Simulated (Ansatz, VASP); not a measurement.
## GaC2: VASP beside Ansatz

INCAR

```
SYSTEM = GaC2
ALGO     = Normal         ! electronic algorithm
EDIFF    = 1E-7           ! SCF threshold, eV
EDIFFG   = -0.01          ! ionic threshold
ENCUT    = 600            ! plane-wave cutoff, eV
GGA      = PE             ! functional
GGA_COMPAT= .False.      
IBRION   = 2              ! ionic algorithm
ISIF     = 3              ! what is computed and relaxed
ISMEAR   = 0              ! smearing method
LASPH    = .True.         ! aspherical terms in the spheres
LCHARG   = .False.        ! write CHGCAR
LREAL    = .False.        ! projectors in reciprocal space
LWAVE    = .False.        ! write WAVECAR
NELM     = 120            ! most SCF steps
NELMIN   = 4            
NSW      = 100            ! ionic steps
PREC     = Accurate       ! precision mode
SIGMA    = 0.1            ! smearing width, eV
```

The input KPOINTS:

```
k-points
0
Gamma
  8 8 8
  0 0 0
```

File POSCAR:

```
GaC2
1.0
    4.4771669466      0.0000000000      0.0000000000
    0.0000000000      4.4771669466      0.0000000000
    0.0000000000      0.0000000000      4.4771669466
Ga C
2 4
Direct
    0.0000000000      0.0000000000      0.0000000000
    0.5000000000      0.5000000000      0.5000000000
    0.2500000000      0.2500000000      0.2500000000
    0.2500000000      0.7500000000      0.7500000000
    0.7500000000      0.7500000000      0.2500000000
    0.7500000000      0.2500000000      0.7500000000
```

Input for Ansatz:

```yaml
crystal:
  lattice:
    - [4.4771669466, 0.0, 0.0]
    - [0.0, 4.4771669466, 0.0]
    - [0.0, 0.0, 4.4771669466]
  atoms:
    - { symbol: Ga, position: [0.0, 0.0, 0.0] }
    - { symbol: Ga, position: [0.5, 0.5, 0.5] }
    - { symbol: C, position: [0.25, 0.25, 0.25] }
    - { symbol: C, position: [0.25, 0.75, 0.75] }
    - { symbol: C, position: [0.75, 0.75, 0.25] }
    - { symbol: C, position: [0.75, 0.25, 0.75] }
basis:
  ecutwfc: 420
kpoints:
  mp_grid: { grid: [8, 8, 8] }
hamiltonian:
  xc: pbe
scf:
  occupations: { method: gaussian, width: 0.1 }
output:
  forces: true
  stress: true
  eigenvalues: true
relax:
  adjacent_minimum: "off"
  f_tol: 0.01
  max_steps: 80
  cell: { stress_tol: 0.05 }
```

Alike in both runs: task relaxation of cell and atoms; functional PBE; k mesh 8 × 8 × 8; occupations gaussian, width 0.1 eV; no spin polarisation.

|  | VASP | Ansatz |
| --- | --- | --- |
| version | VASP 6.6.1 | Ansatz 0.2.0 |
| potentials or method | VASP PAW PBE potentials, release 64 (Ga_d, C), cutoff 600 eV | scalar-relativistic, plane waves, PAW |
| valence electrons in the cell | 42 | 42 |

|  | VASP | Ansatz | Ansatz less VASP |
| --- | --- | --- | --- |
| gap on the k mesh at the Fermi level, each at its own relaxed structure (eV) | none | none | - |
| relaxed volume (Å³/atom) | 14.89 | 14.94 | +0.045 |
| relaxed cell length with the largest relative difference (Å) | 4.471 | 4.475 | +0.0045 |

A gap of «none» marks a metal or a gap that the smearing closes.
